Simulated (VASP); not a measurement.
# Ag in VASP: a series of runs, part 2 of 2

VASP 6.6.1. Earlier steps stand in the parts before.

**5. Single point, r2SCAN (uniaxial strain along a: -3.0 %, then relaxed in part)**

Input file POSCAR:

```
Ag
1.0
    1.9906128352      1.9906128352      0.0000000000
   -2.0508265942      2.0508265942      0.0000000000
    0.0000000000      0.0000000000      4.1929955439
Ag
2
Direct
    0.0000000000      0.0000000000      0.0000000000
    0.5000000000      0.5000000000      0.5000000000
```

Input file INCAR.step1:

```
PREC = Accurate ; ENCUT = 520
ISMEAR = 0 ; SIGMA = 0.1
LREAL = F ; LASPH = T
NELM = 100 ; NBANDS = 18
GGA = PE ; ALGO = Normal
EDIFF = 1E-4 ; LWAVE = T
LCHARG = F
```

Input file INCAR.step2:

```
PREC = Accurate ; ENCUT = 520
EDIFF = 1E-6 ; ISMEAR = 0
SIGMA = 0.1 ; LREAL = F
LASPH = T ; NELM = 100
ALGO = Normal ; ISIF = 2
LWAVE = F ; LCHARG = F
METAGGA = R2SCAN ; LMIXTAU = T
NBANDS = 18 ; ISTART = 1
```

Input file KPOINTS:

```
Automatic mesh
0
Gamma
  18 18 12
```

Command:

```bash
cat potpaw_PBE.64/Ag/POTCAR > POTCAR
cp INCAR.step1 INCAR
mpirun -np 1 vasp_std > vasp.out
cp INCAR.step2 INCAR
mpirun -np 1 vasp_std > vasp.out
```

Run time: 15 min. Hardware: 1 thread of AMD EPYC 7R13 (Zen 3), shared host; peak memory 0.41 GiB.

It converged, with:

```yaml
Free_energy: -42.7050 eV
Pressure: 1.4 GPa
Band_gap_on_the_k_mesh: zero (bands 11 and 12 overlap by 9.74 eV)
```

Stress tensor (GPa, compression positive):
```
1.97 1.84 0.00
1.84 1.97 0.00
0.00 0.00 0.14
```

Levels at points of the mesh, in eV from the Fermi level:
```csv
k point,band 9,band 10,band 11,band 12,band 13,band 14
"(0.00, 0.00, 0.00)",-3.31,-3.09,-3.09,1.30,6.32,11.00
"(0.50, 0.00, 0.00)",-4.06,-4.06,-0.27,-0.27,9.39,9.39
"(0.00, 0.50, 0.00)",-3.99,-3.99,-0.66,-0.66,9.12,9.12
"(0.50, 0.50, 0.00)",-2.96,-2.96,1.95,1.95,7.26,7.26
"(0.00, 0.00, 0.50)",-4.13,-4.13,-3.65,-3.65,14.89,14.89
"(0.50, 0.00, 0.50)",-3.18,-3.18,-0.21,-0.21,3.90,3.90
"(0.00, 0.50, 0.50)",-3.30,-3.30,-0.45,-0.45,3.47,3.47
"(0.50, 0.50, 0.50)",-2.97,-2.97,6.09,6.09,6.26,6.26
```

Caveat: the cell differs from its parent crystal (uniaxial strain along a: -3.0 %, then relaxed in part); the PAW data sets were made with another functional, which shifts forces and pressure a little.

**6. Single point, r2SCAN (uniaxial strain along a: -1.5 %)**

Input file POSCAR:

```
Ag
1.0
    2.0213955079      2.0213955079      0.0000000000
   -2.0598738488      2.0598738488      0.0000000000
    0.0000000000      0.0000000000      4.1197476976
Ag
2
Direct
    0.0000000000      0.0000000000      0.0000000000
    0.5000000000      0.5000000000      0.5000000000
```

Input file INCAR.step1:

```
ALGO = Normal
EDIFF = 1E-4
ENCUT = 520
GGA = PE
ISMEAR = 0
LASPH = True
LCHARG = False
LREAL = False
LWAVE = True
NBANDS = 18
NELM = 100
PREC = Accurate
SIGMA = 0.1
```

Input file INCAR.step2:

```
ALGO = Normal
EDIFF = 1E-6
ENCUT = 520
ISIF = 2
ISMEAR = 0
ISTART = 1
LASPH = True
LCHARG = False
LMIXTAU = True
LREAL = False
LWAVE = False
METAGGA = R2SCAN
NBANDS = 18
NELM = 100
PREC = Accurate
SIGMA = 0.1
```

Input file KPOINTS:

```
k-points
0
Gamma
  18 18 12
```

Potentials or basis: VASP PAW PBE potentials, release 64 (Ag).

Command:

```bash
cat potpaw_PBE.64/Ag/POTCAR > POTCAR
cp INCAR.step1 INCAR
mpirun -np 1 vasp_std > vasp.out
cp INCAR.step2 INCAR
mpirun -np 1 vasp_std > vasp.out
```

It took 9.7 min on 1 thread of AMD EPYC 9R45 (Zen 5), shared host; peak memory 0.41 GiB.

It converged, with:

| Quantity | Value |
| --- | --- |
| Free energy | -42.7141 eV |
| Pressure | 1.0 GPa |
| Band gap on the k mesh | zero (bands 11 and 12 overlap by 9.80 eV) |

Stress tensor (GPa, compression positive):
```
1.27 1.09 0.00
1.09 1.27 0.00
0.00 0.00 0.52
```

Levels at points of the mesh, in eV from the Fermi level:
```tsv
k point	band 9	band 10	band 11	band 12	band 13	band 14
(0.00, 0.00, 0.00)	-3.33	-3.09	-3.09	1.60	6.74	10.85
(0.50, 0.00, 0.00)	-4.10	-4.10	-0.48	-0.48	9.58	9.58
(0.00, 0.50, 0.00)	-4.05	-4.05	-0.72	-0.72	9.37	9.37
(0.50, 0.50, 0.00)	-3.05	-3.05	1.77	1.77	6.99	6.99
(0.00, 0.00, 0.50)	-4.05	-4.05	-3.71	-3.71	14.87	14.87
(0.50, 0.00, 0.50)	-3.24	-3.24	-0.27	-0.27	3.79	3.79
(0.00, 0.50, 0.50)	-3.29	-3.29	-0.41	-0.41	3.52	3.52
(0.50, 0.50, 0.50)	-3.06	-3.06	6.09	6.09	6.20	6.20
```

Caveat: the cell differs from its parent crystal (uniaxial strain along a: -1.5 %); the PAW data sets were made with another functional, which shifts forces and pressure a little.

**7. Single point, r2SCAN (biaxial strain in the a-b plane: +1.5 %, then relaxed in part)**

Input file POSCAR:

```
Ag
1.0
    2.0829608533      2.0829608533      0.0000000000
   -2.0829608533      2.0829608533      0.0000000000
    0.0000000000      0.0000000000      4.0196835589
Ag
2
Direct
    0.0000000000      0.0000000000      0.0000000000
    0.5000000000      0.5000000000      0.5000000000
```

Input file INCAR.step1:

```
SYSTEM = Ag
PREC = Accurate
ENCUT = 520
ISMEAR = 0
SIGMA = 0.1
LREAL = .False.
LASPH = .True.
NELM = 60
NBANDS = 18
GGA = PE
ALGO = Normal
EDIFF = 1E-4
LWAVE = .True.
LCHARG = .False.
```

Input file INCAR.step2:

```
SYSTEM = Ag
PREC = Accurate
ENCUT = 520
EDIFF = 1E-6
ISMEAR = 0
SIGMA = 0.1
LREAL = .False.
LASPH = .True.
NELM = 60
ALGO = Normal
ISIF = 2
LWAVE = .False.
LCHARG = .True.
METAGGA = R2SCAN
LMIXTAU = .True.
LELF = .True.
LVHAR = .True.
NBANDS = 18
ISTART = 1
```

Input file KPOINTS:

```
Automatic mesh
0
Gamma
  18 18 12
  0 0 0
```

Potentials or basis: VASP PAW PBE potentials, release 64 (Ag).

Command:

```bash
cat potpaw_PBE.64/Ag/POTCAR > POTCAR
cp INCAR.step1 INCAR
mpirun -np 1 vasp_std > vasp.out
cp INCAR.step2 INCAR
mpirun -np 1 vasp_std > vasp.out
```

OUTCAR:

```text
SYSTEM = Ag
   PREC = Accurate
   ENCUT = 520
   EDIFF = 1E-6
   ISMEAR = 0
   LREAL = .False.
   LASPH = .True.
   NELM = 60
   ISIF = 2
   METAGGA = R2SCAN
   ISTART = 1

 ion  position               nearest neighbor table
   1  0.000  0.000  0.000-   2 2.89   2 2.89   2 2.89   2 2.89   2 2.89   2 2.89   2 2.89   2 2.89

   2  0.500  0.500  0.500-   1 2.89   1 2.89   1 2.89   1 2.89   1 2.89   1 2.89   1 2.89   1 2.89

  LATTYP: Found a simple tetragonal cell.
 ALAT       =     2.9457514886
 C/A-ratio  =     1.3645698133

  Lattice vectors:

 A1 = (   2.0829608533,   2.0829608533,   0.0000000000)
[... 694 lines left out ...]
      5       3.1223      2.00000
      6       3.2638      2.00000
[... 10 lines left out ...]
     17      21.7620      0.00000
     18      25.5147      0.00000

 [... further k-points ...]
[... 5 lines left out ...]
  --------------------------------------------------------------------------------------
  -------------------------------------------------------------------------------------
  Total       -0.2475786     -0.2475786      0.0241986      0.0000000      0.0000000     -0.0000000
  in kB      -11.3720739    -11.3720739      1.1115184      0.0000000      0.0000000     -0.0000000
  external PRESSURE =      -7.2108765 kB  Pullay stress =       0.0000000 kB

 VOLUME and BASIS-vectors are now :
 -----------------------------------------------------------------------------
  energy-cutoff  :      520.00
  volume of cell :       34.88
      direct lattice vectors                 reciprocal lattice vectors
     2.082960853  2.082960853  0.000000000     0.240042917  0.240042917  0.000000000
    -2.082960853  2.082960853  0.000000000    -0.240042917  0.240042917  0.000000000
     0.000000000  0.000000000  4.019683559     0.000000000  0.000000000  0.248775802

 POSITION                                       TOTAL-FORCE (eV/Angst)
 -----------------------------------------------------------------------------------
      0.00000      0.00000      0.00000         0.000000     -0.000000      0.000000
      0.00000      2.08296      2.00984        -0.000000      0.000000     -0.000000
 -----------------------------------------------------------------------------------
    total drift:                               -0.000000      0.000000     -0.000000

  FREE ENERGIE OF THE ION-ELECTRON SYSTEM (eV)
  ---------------------------------------------------
  free  energy   TOTEN  =       -42.7149743853 eV

  energy  without entropy=      -42.7124418389  energy(sigma->0) =      -42.71370811
```

Wall time 14 min (1 thread of Oxide Virtual Turin-like, shared host); peak memory 0.27 GiB.

What came out:

```yaml
Free_energy: -42.7150 eV
Pressure: -0.7 GPa
Band_gap_on_the_k_mesh: zero (bands 11 and 12 overlap by 9.86 eV)
```

Levels at points of the mesh, in eV from the Fermi level:
```csv
k point,band 8,band 9,band 10,band 11,band 12,band 13,band 14,band 15
"(0.00, 0.00, 0.00)",-3.99,-3.35,-3.09,-3.09,2.14,7.37,10.54,10.54
"(0.50, 0.00, 0.00)",-4.49,-4.11,-4.11,-0.82,-0.82,9.72,9.72,9.96
"(0.50, 0.50, 0.00)",-3.19,-3.03,-3.03,1.50,1.50,6.46,6.46,11.18
"(0.00, 0.00, 0.50)",-4.29,-3.83,-3.83,-3.79,-3.79,14.74,14.74,14.74
"(0.50, 0.00, 0.50)",-3.36,-3.26,-3.26,-0.31,-0.31,3.55,3.55,15.71
"(0.50, 0.50, 0.50)",-4.07,-3.19,-3.19,6.07,6.07,6.07,6.07,6.88
```

Caveat: the cell differs from its parent crystal (biaxial strain in the a-b plane: +1.5 %, then relaxed in part); the PAW data sets were made with another functional, which shifts forces and pressure a little.

**8. Summary**

```tsv
task	cell	k mesh	cutoff (eV)	gap on the mesh (eV)	pressure (GPa)
relaxation of cell and atoms	relaxed to 20 GPa from a = 2.772 Å, angles 60.0°, 1 atom, atomic positions A	18 × 18 × 18	600	none	20.0
relaxation of cell and atoms	relaxed to 10 GPa from a = 2.826 Å, angles 60.0°, 1 atom, atomic positions A	18 × 18 × 18	600	none	10.0
single point	a = 2.946, b = 2.891, c = 4.089 Å, 2 atoms, atomic positions B	18 × 18 × 12	520	none	-0.6
single point	a = 2.815, b = 2.900, c = 4.193 Å, 2 atoms, atomic positions B	18 × 18 × 12	520	none	1.4
single point	a = 2.859, b = 2.913, c = 4.120 Å, 2 atoms, atomic positions B	18 × 18 × 12	520	none	1.0
single point	a = 2.946, b = 2.946, c = 4.020 Å, 2 atoms, atomic positions B	18 × 18 × 12	520	none	-0.7
```

Alike in all rows: level r2SCAN; potentials or basis VASP PAW PBE potentials, release 64 (Ag); no spin polarisation; smearing gaussian 0.1 eV.

Caveats: the PAW data sets were made with another functional, which shifts forces and pressure a little; the cell is relaxed towards a set pressure, so the run minimises the enthalpy, not the energy (at least some runs).

Total energies depend on the potentials used, so only differences within one code and one set of settings carry meaning.
